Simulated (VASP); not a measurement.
# Ag (Im-3m) in VASP: further runs, part 2 of 2

VASP 6.6.1. The steps go on from the part before.

### 3 Single point, PBE0, non-collinear spin, zero start, spin-orbit coupling

This run uses another cell than the first one, of 18.15 Å³/atom.

POSCAR

```
Ag
1.0
   -1.6556540000      1.6556540000      1.6556540000
    1.6556540000     -1.6556540000      1.6556540000
    1.6556540000      1.6556540000     -1.6556540000
Ag
1
Direct
    0.0000000000      0.0000000000      0.0000000000
```

INCAR.step1

```
SYSTEM = Ag
PREC = Accurate
ENCUT = 520
EDIFF = 1E-5
ISMEAR = -1
SIGMA = 0.05
LREAL = .FALSE.
LASPH = .TRUE.
NELM = 150
ALGO = Normal
ISIF = 2
LWAVE = .TRUE.
LCHARG = .FALSE.
MAGMOM = 0 0 0
LORBIT = 11
LSORBIT = .TRUE.
GGA_COMPAT = .FALSE.
LORBMOM = .TRUE.
LMAXMIX = 4
GGA = PE
NBANDS = 22
```

INCAR.step2

```
SYSTEM = Ag
PREC = Accurate
ENCUT = 520
EDIFF = 1E-6
ISMEAR = -1
SIGMA = 0.05
LREAL = .FALSE.
LASPH = .TRUE.
NELM = 150
ALGO = Normal
ISIF = 2
LWAVE = .FALSE.
LCHARG = .FALSE.
MAGMOM = 0 0 0
LORBIT = 11
LSORBIT = .TRUE.
GGA_COMPAT = .FALSE.
LORBMOM = .TRUE.
LMAXMIX = 4
GGA = PE
LHFCALC = .TRUE.
AEXX = 0.25
PRECFOCK = Normal
ISTART = 1
NBANDS = 22
```

KPOINTS

```
Automatic mesh
0
G
  5 5 5
  0 0 0
```

Potentials or basis: VASP PAW PBE potentials, release 64 (Ag).

Launch:

```console
$ cat potpaw_PBE.64/Ag/POTCAR > POTCAR
$ cp INCAR.step1 INCAR
$ mpirun -np 1 vasp_ncl > vasp.out
$ cp INCAR.step2 INCAR
$ mpirun -np 1 vasp_ncl > vasp.out
```

Run time: 9.3 min. Hardware: 1 thread of AMD EPYC 7R13 (Zen 3), shared host; peak memory 0.17 GiB.

It converged, with:

| Quantity | Value |
| --- | --- |
| Free energy | -3.0862 eV |
| Pressure | -2.2 GPa |
| Net moment | 0.00 μB per cell |
| Valence electrons inside the program's atomic spheres | Ag 9.90 |

Moments on the atoms (μB; x, y, z):
```
Ag  0.00 0.00 0.00
```

Caveat: the k points lie up to 0.54 Å⁻¹ apart; the PAW data sets were made with another functional, which shifts forces and pressure a little.

### 4 Single point, PBEsol

This run uses another cell than the first one, of 18.15 Å³/atom.

INCAR

```
ALGO = Normal ; EDIFF = 1E-6
ENCUT = 400 ; GGA = PS
GGA_COMPAT = F ; ISIF = 2
ISMEAR = 1 ; LASPH = T
LCHARG = F ; LREAL = F
LWAVE = F ; NELM = 120
PREC = Accurate ; SIGMA = 0.1
```

KPOINTS

```
k-points
0
Gamma
  14 14 14
```

POSCAR is that of step 3.

Launch:

```console
$ cat potpaw_PBE.64/Ag/POTCAR > POTCAR
$ mpirun -np 1 vasp_std > vasp.out
```

Wall time 6.4 s (1 thread of Intel Xeon Platinum 8488C (Sapphire Rapids), shared host); peak memory 0.13 GiB.

It converged, with:

- Free energy: -3.2280 eV
- Pressure: -7.3 GPa
- Band gap on the k mesh: zero (an odd number of electrons rules out a gap without spin polarisation)

Levels at points of the mesh, in eV from the Fermi level:
```
           k point  band 3  band 4  band 5  band 6  band 7  band 8
(0.00, 0.00, 0.00)   -4.64   -4.64   -3.42   -3.42   17.72   17.72
(0.50, 0.00, 0.00)   -3.48   -3.32   -2.51    0.04    3.80   13.09
(0.50, 0.50, 0.50)   -2.73   -2.73   -2.73    6.68    6.68    6.68
```

Caveat: the cell stands under tension; the PAW data sets were made with another functional, which shifts forces and pressure a little.

### 5 Single point, PBEsol

This run uses another cell than the first one, of 18.15 Å³/atom.

INCAR

```
ALGO     = Normal         # electronic algorithm
EDIFF    = 1E-6           # SCF threshold, eV
ENCUT    = 520            # plane-wave cutoff, eV
GGA      = PS             # functional
ISIF     = 2              # what is computed and relaxed
ISMEAR   = -1             # smearing method
LASPH    = True           # aspherical terms in the spheres
LCHARG   = False          # write CHGCAR
LREAL    = False          # projectors in reciprocal space
LWAVE    = False          # write WAVECAR
NBANDS   = 12             # bands
NELM     = 100            # most SCF steps
PREC     = Accurate       # precision mode
SIGMA    = 0.05           # smearing width, eV
```

KPOINTS

```
k-points
0
Gamma
  11 11 11
```

POSCAR is that of step 4.

Launch:

```console
$ cat potpaw_PBE.64/Ag/POTCAR > POTCAR
$ mpirun -np 1 vasp_std > vasp.out
```

Wall time 15 s (1 thread of AMD EPYC 7R13, shared host); peak memory 0.11 GiB.

The run converged. Its results:

```
Free energy            : -3.2470 eV
Pressure               : -7.4 GPa
Band gap on the k mesh : zero (an odd number of electrons rules out a gap without spin polarisation)
```

Levels at points of the mesh, in eV from the Fermi level:
| k point | band 3 | band 4 | band 5 | band 6 | band 7 | band 8 | band 9 | band 10 |
| --- | --- | --- | --- | --- | --- | --- | --- | --- |
| (0.00, 0.00, 0.00) | -4.62 | -4.62 | -3.40 | -3.40 | 17.75 | 17.75 | 17.75 | 23.10 |

Caveat: the cell stands under tension; the PAW data sets were made with another functional, which shifts forces and pressure a little.

### 6 The runs side by side

```csv
level,spin,cell,k mesh,cutoff (eV),smearing,dipole correction,grid for exact exchange (PRECFOCK),share of exact exchange,tolerance level,purpose,gap on the mesh (eV),pressure (GPa)
B3LYP,off,"a = 2.932 Å, angles 109.5°, 1 atom",6 × 6 × 6,520,fermi-dirac 0.05 eV,no,Normal,0.2,-,-,none,0.0
PBE0,"non-collinear, zero start, SOC","a = 2.868 Å, angles 109.5°, 1 atom",5 × 5 × 5,520,fermi-dirac 0.05 eV,no,Normal,0.25,-,-,-,-2.2
PBEsol,off,"a = 2.868 Å, angles 109.5°, 1 atom",14 × 14 × 14,400,methfessel-paxton 0.1 eV,-,-,-,tight,restart,none,-7.3
PBEsol,off,"a = 2.868 Å, angles 109.5°, 1 atom",11 × 11 × 11,520,fermi-dirac 0.05 eV,no,-,-,-,-,none,-7.4
```

Alike in all rows: task single point; potentials or basis VASP PAW PBE potentials, release 64 (Ag).

Caveats: some runs use coarse meshes; the PAW data sets were made with another functional, which shifts forces and pressure a little; the cell stands under tension (at least some runs).

Total energies depend on the potentials used, so only differences within one code and one set of settings carry meaning.
